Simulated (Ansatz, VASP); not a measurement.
# Two plane-wave programs on Na

Contents of POSCAR:

```
Na
1.0
   -2.1410000000      2.1410000000      2.1410000000
    2.1410000000     -2.1410000000      2.1410000000
    2.1410000000      2.1410000000     -2.1410000000
Na
1
Direct
    0.0000000000      0.0000000000      0.0000000000
```

INCAR.step1

```
SYSTEM = Na
PREC = Accurate ; ENCUT = 520
EDIFF = 1E-5 ; ISMEAR = 1
SIGMA = 0.01 ; LREAL = .False.
LASPH = .True. ; NELM = 60
ALGO = Normal ; ISIF = 2
LWAVE = .True. ; NBANDS = 10
GGA = PE
```

The input INCAR.step2:

```
SYSTEM = Na
PREC = Accurate ; ENCUT = 520
EDIFF = 1E-7 ; ISMEAR = 1
SIGMA = 0.01 ; LREAL = .False.
LASPH = .True. ; NELM = 60
ALGO = Normal ; ISIF = 2
LWAVE = .False. ; LCHARG = .True.
METAGGA = R2SCAN ; LHFCALC = .True.
AEXX = 0.25 ; LMIXTAU = .True.
PRECFOCK = Normal ; LELF = .True.
LVHAR = .True. ; NBANDS = 10
ISTART = 1
```

File KPOINTS:

```
regular mesh
0
Gamma
  6 6 6
  0 0 0
```

input.yaml

```yaml
crystal:
  lattice:
    - [-2.141, 2.141, 2.141]
    - [2.141, -2.141, 2.141]
    - [2.141, 2.141, -2.141]
  atoms:
    - { symbol: Na, position: [0.0, 0.0, 0.0] }
hamiltonian:
  xc: r2scan0
  pseudopotentials: { kind: paw }
kpoints:
  mp_grid: { grid: [6, 6, 6] }
scf:
  occupations: { method: methfessel_paxton, width: 0.01 }
output:
  forces: true
  stress: true
  eigenvalues: true
```

Alike in both runs: task single point; functional r2SCAN0; k mesh 6 × 6 × 6; occupations methfessel-paxton of order 1, width 0.01 eV; no spin polarisation.

```csv
,VASP,Ansatz
version,VASP 6.6.1,Ansatz 0.2.0
potentials or method,"VASP PAW PBE potentials, release 64 (Na_pv)",Ansatz PAW
plane-wave cutoff (eV),520,500
valence electrons in the cell,7,9
```

```csv
,VASP,Ansatz,Ansatz less VASP
gap on the k mesh at the Fermi level (eV),none,none,-
pressure (GPa),-0.1,-0.1,+0.04
```

VASP's potentials were made for PBE, not for r2SCAN0. A gap of «none» marks a metal or a gap that the smearing closes. VASP's potentials hold 7 valence electrons a cell and Ansatz's 9, so a difference there can come from the potentials and not from the codes.
